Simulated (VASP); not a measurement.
# NiO (Fm-3m) in VASP: a series of runs, part 3 of 3

VASP 6.6.1. Earlier steps stand in the parts before.

## 5. Single point, b88 exchange, pbe correlation, collinear spin, ferromagnetic start

This run uses another cell than the first one, of 9.62 Å³/atom.

The input, INCAR:

```
PREC = Accurate
ENCUT = 600
EDIFF = 1E-6
ISMEAR = -1
SIGMA = 0.05
LREAL = F
LASPH = T
NELM = 200
ALGO = Normal
ISIF = 2
LWAVE = F
LCHARG = F
ISPIN = 2
MAGMOM = 1 0
LORBIT = 11
LMAXMIX = 4
GGA = LIBXC
LIBXC1 = GGA_X_B88
LIBXC2 = GGA_C_PBE
NBANDS = 19
GGA_COMPAT = F
```

The input, KPOINTS:

```
Automatic mesh
0
Gamma
  11 11 11
```

The input, POSCAR:

```
NiO
1.0
    0.0000000000      2.1268120599      2.1268120599
    2.1268120599      0.0000000000      2.1268120599
    2.1268120599      2.1268120599      0.0000000000
Ni O
1 1
Direct
    0.0000000000      0.0000000000      0.0000000000
    0.5000000000      0.5000000000      0.5000000000
```

Potentials or basis: VASP PAW PBE potentials, release 64 (Ni, O).

On the command line:

```sh
> cat potpaw_PBE.64/Ni/POTCAR potpaw_PBE.64/O/POTCAR > POTCAR
> mpirun -np 1 vasp_std > vasp.out
```

OUTCAR:

```text
PREC = Accurate
   ENCUT = 600
   EDIFF = 1E-6
   ISMEAR = -1
   LREAL = F
   LASPH = T
   NELM = 200
   ISIF = 2
   ISPIN = 2
   LORBIT = 11
   GGA = LIBXC

 ion  position               nearest neighbor table
   1  0.000  0.000  0.000-   2 2.13   2 2.13   2 2.13   2 2.13   2 2.13   2 2.13
   2  0.500  0.500  0.500-   1 2.13   1 2.13   1 2.13   1 2.13   1 2.13   1 2.13

  LATTYP: Found a face centered cubic cell.
 ALAT       =     4.2536241198

  Lattice vectors:

 A1 = (   0.0000000000,   2.1268120599,   2.1268120599)
 A2 = (   2.1268120599,   0.0000000000,   2.1268120599)
 A3 = (   2.1268120599,   2.1268120599,   0.0000000000)

Analysis of symmetry for initial positions (statically):
=====================================================================
 Subroutine PRICEL returns:
 Original cell was already a primitive cell.

 Routine SETGRP: Setting up the symmetry group for a
 face centered cubic supercell.

 Subroutine GETGRP returns: Found 48 space group operations
 (whereof 48 operations were pure point group operations)
 out of a pool of 48 trial point group operations.

The static configuration has the point symmetry O_h .

Analysis of symmetry for dynamics (positions and initial velocities):
=====================================================================
 Subroutine PRICEL returns:
 Original cell was already a primitive cell.

 Routine SETGRP: Setting up the symmetry group for a
 face centered cubic supercell.

 Subroutine GETGRP returns: Found 48 space group operations
 (whereof 48 operations were pure point group operations)
 out of a pool of 48 trial point group operations.

The dynamic configuration has the point symmetry O_h .

Analysis of structural, dynamic, and magnetic symmetry:
=====================================================================
 Subroutine PRICEL returns:
 Original cell was already a primitive cell.

 Routine SETGRP: Setting up the symmetry group for a
 face centered cubic supercell.

 Subroutine GETGRP returns: Found 48 space group operations
 (whereof 48 operations were pure point group operations)
 out of a pool of 48 trial point group operations.

The overall configuration has the point symmetry O_h .

 Subroutine INISYM returns: Found 48 space group operations
 (whereof 48 operations are pure point group operations),
 and found     1 'primitive' translations

----------------------------------------------------------------------------------------

                                     Primitive cell

  volume of cell :      19.2405

  direct lattice vectors                    reciprocal lattice vectors
     0.000000000  2.126812060  2.126812060    -0.235093645  0.235093645  0.235093645
     2.126812060  0.000000000  2.126812060     0.235093645 -0.235093645  0.235093645
     2.126812060  2.126812060  0.000000000     0.235093645  0.235093645 -0.235093645

  length of vectors
     3.007766460  3.007766460  3.007766460     0.407194138  0.407194138  0.407194138

  position of ions in fractional coordinates (direct lattice)
     0.000000000  0.000000000  0.000000000
     0.500000000  0.500000000  0.500000000

  ion indices of the primitive-cell ions
   primitive index   ion index
                 1           1
                 2           2

[... 62 lines left out ...]
   PREC   = accura    normal or accurate (medium, high low for compatibility)
   ISTART =      0    job   : 0-new  1-cont  2-samecut
   ICHARG =      2    charge: 1-file 2-atom 10-const
   ISPIN  =      2    spin polarized calculation?
   LNONCOLLINEAR =      F non collinear calculations
   LSORBIT =      F    spin-orbit coupling
   LASPH  =      T    aspherical Exc in radial PAW
   ENCUT  =  600.0 eV  44.10 Ry    6.64 a.u.   6.01  6.01  6.01*2*pi/ulx,y,z
   NELM   =    200;   NELMIN=  2; NELMDL= -5     # of ELM steps
   EDIFF  = 0.1E-05   stopping-criterion for ELM
   LREAL  =      F    real-space projection
   EDIFFG = 0.1E-04   stopping-criterion for IOM
   NSW    =      0    number of steps for IOM
   IBRION =     -1    ionic relax: 0-MD 1-quasi-New 2-CG
   NFREE  =      0    steps in history (QN), initial steepest desc. (CG)
   ISIF   =      2    stress and relaxation
   ISYM   =      2    0-nonsym 1-usesym 2-fastsym
   POTIM  = 0.5000    time-step for ionic-motion
   TEBEG  =    0.0;   TEEND  =   0.0 temperature during run
   PSTRESS=    0.0 pullay stress
   NELECT =      16.0000    total number of electrons
   NUPDOWN=      -1.0000    fix difference up-down
   EMIN   =  10.00;   EMAX   =-10.00  energy-range for DOS
   EFERMI =   0.00;   METHOD = LEGACY
   ISMEAR =    -1;   SIGMA  =   0.05  broadening in eV -4-tet -1-fermi 0-gaus
   EFERMI_NEDOS =   21; number of points for ismear=-14 and -15
   IALGO  =     38    algorithm
   IMIX   =      4    mixing-type and parameters
     AMIX     =   0.40;   BMIX     =  1.00
     AMIX_MAG =   1.60;   BMIX_MAG =  1.00
  volume/ion in A,a.u.               =       9.62        64.92
  Fermi-wavevector in a.u.,A,eV,Ry     =   1.539486  2.909206 32.246036  2.370017
  Thomas-Fermi vector in A             =   2.645707
   LORBIT       =     11    0 simple, 1 ext, 2 COOP (PROOUT), +10 PAW based schemes
   GGA     = LIBXC    functional components
   LHFCALC =     F    Hartree Fock is set to
   AEXX    =    0.0000 exact exchange contribution
   IVDW    =     0    specifies the selected vdW correction
   LEPSILON=     F    determine dielectric tensor
   LRPA    =     F    only Hartree local field effects (RPA)
 spin polarized calculation
  energy-cutoff  :      600.00
  volume of cell :       19.24
 maximum number of plane-waves:       654
   NGX = 13   NGY = 13   NGZ = 13

 number of electron      16.0000014 magnetization       1.8424261

 Free energy of the ion-electron system (eV)
  ---------------------------------------------------
  ext. energy  EPLUGINS =         0.00000000
  ---------------------------------------------------
  free energy    TOTEN  =       -11.24398543 eV

  energy without entropy =      -11.23604183  energy(sigma->0) =      -11.24001363

 E-fermi :   7.0037     XC(G=0): -12.3959

 val. band max:        6.9842452477   @ k =   0.1818   0.0909   0.0000
 cond. band min:       7.0068231735   @ k =  -0.3636   0.1818   0.0000
 fundamental gap:      0.0225779258
 Fermi energy:         7.0037243942

 spin component 1

 k-point     1 :       0.0000    0.0000    0.0000
  band No.  band energies     occupation
      1     -12.7887      1.00000
      2       3.8900      1.00000
      3       3.8901      1.00000
      4       4.2955      1.00000
      5       4.2955      1.00000
      6       4.2955      1.00000
[... 517 lines left out ...]
     18      37.0909      0.00000
     19      38.1216      0.00000

 [... further k-points ...]

 spin component 2

 k-point     1 :       0.0000    0.0000    0.0000
  band No.  band energies     occupation
      1     -12.3154      1.00000
      2       4.8408      1.00000
      3       4.8408      1.00000
      4       4.8408      1.00000
      5       5.2883      1.00000
      6       5.2886      1.00000
[... 517 lines left out ...]
     18      37.5225      0.00000
     19      38.3979      0.00000

 [... further k-points ...]

------------------------ aborting loop because EDIFF is reached ----------------------------------------

  FORCE on cell =-STRESS in cart. coord.  units (eV):
  Direction    XX          YY          ZZ          XY          YZ          ZX
  --------------------------------------------------------------------------------------
  -------------------------------------------------------------------------------------
  Total       -0.6270161     -0.6270161     -0.6270161     -0.0000000      0.0000000     -0.0000000
  in kB      -52.2121916    -52.2121916    -52.2121916     -0.0000000      0.0000000     -0.0000000
  external PRESSURE =     -52.2121916 kB  Pullay stress =       0.0000000 kB

 VOLUME and BASIS-vectors are now :
 -----------------------------------------------------------------------------
  energy-cutoff  :      600.00
  volume of cell :       19.24
      direct lattice vectors                 reciprocal lattice vectors
     0.000000000  2.126812060  2.126812060    -0.235093645  0.235093645  0.235093645
     2.126812060  0.000000000  2.126812060     0.235093645 -0.235093645  0.235093645
     2.126812060  2.126812060  0.000000000     0.235093645  0.235093645 -0.235093645

 POSITION                                       TOTAL-FORCE (eV/Angst)
 -----------------------------------------------------------------------------------
      0.00000      0.00000      0.00000         0.000000      0.000000      0.000000
      2.12681      2.12681      2.12681         0.000000     -0.000000      0.000000
 -----------------------------------------------------------------------------------
    total drift:                                0.000000     -0.000000     -0.000000

  FREE ENERGIE OF THE ION-ELECTRON SYSTEM (eV)
  ---------------------------------------------------
  free  energy   TOTEN  =       -11.2439854316 eV

  energy  without entropy=      -11.2360418316  energy(sigma->0) =      -11.24001363

 total charge

# of ion       s       p       d       tot
------------------------------------------
    1        0.315   0.365   8.205   8.885
    2        1.550   3.402   0.000   4.953
--------------------------------------------------
tot          1.865   3.767   8.205  13.837

 magnetization (x)

# of ion       s       p       d       tot
------------------------------------------
    1        0.011   0.014   1.483   1.508
    2        0.026   0.261   0.000   0.287
--------------------------------------------------
tot          0.037   0.275   1.483   1.795
```

It took 72 s on 1 thread of Intel Xeon 8259CL, shared host; peak memory 0.18 GiB.

What came out:

```
Free energy                                           : -11.2440 eV
Pressure                                              : -5.2 GPa
Net moment                                            : 1.84 μB per cell
Site moments                                          : Ni +1.51; O +0.29 μB
Valence electrons inside the program's atomic spheres : Ni 8.88; O 4.95
```

Caveat: the cell stands under tension; the PAW data sets were made with another functional, which shifts forces and pressure a little; a cell with one magnetic atom can't hold antiferromagnetic order, which such compounds often take; semilocal functionals often make such compounds metallic where correlation or magnetic order opens a gap, which also shifts bond lengths.

## 6. Summary

```csv
cell,gap on the mesh (eV),pressure (GPa),moment (μB)
"a = 2.950 Å, angles 60.0°, 2 atoms",none,4.6,1.70
"a = 2.969 Å, angles 60.0°, 2 atoms",none,1.1,1.76
"a = 2.989 Å, angles 60.0°, 2 atoms",none,-2.2,1.81
"a = 3.008 Å, angles 60.0°, 2 atoms",none,-5.2,1.84
```

Alike in all rows: task single point; level b88 exchange, pbe correlation; potentials or basis VASP PAW PBE potentials, release 64 (Ni, O); spin collinear, ferromagnetic start; k mesh 11 × 11 × 11; cutoff (eV) 600; smearing fermi-dirac 0.05 eV.

Caveats: the PAW data sets were made with another functional, which shifts forces and pressure a little; a cell with one magnetic atom can't hold antiferromagnetic order, which such compounds often take; semilocal functionals often make such compounds metallic where correlation or magnetic order opens a gap, which also shifts bond lengths; the cell stands under pressure (at least some runs); the cell stands under tension (at least some runs).

Total energies depend on the potentials used, so only differences within one code and one set of settings carry meaning.
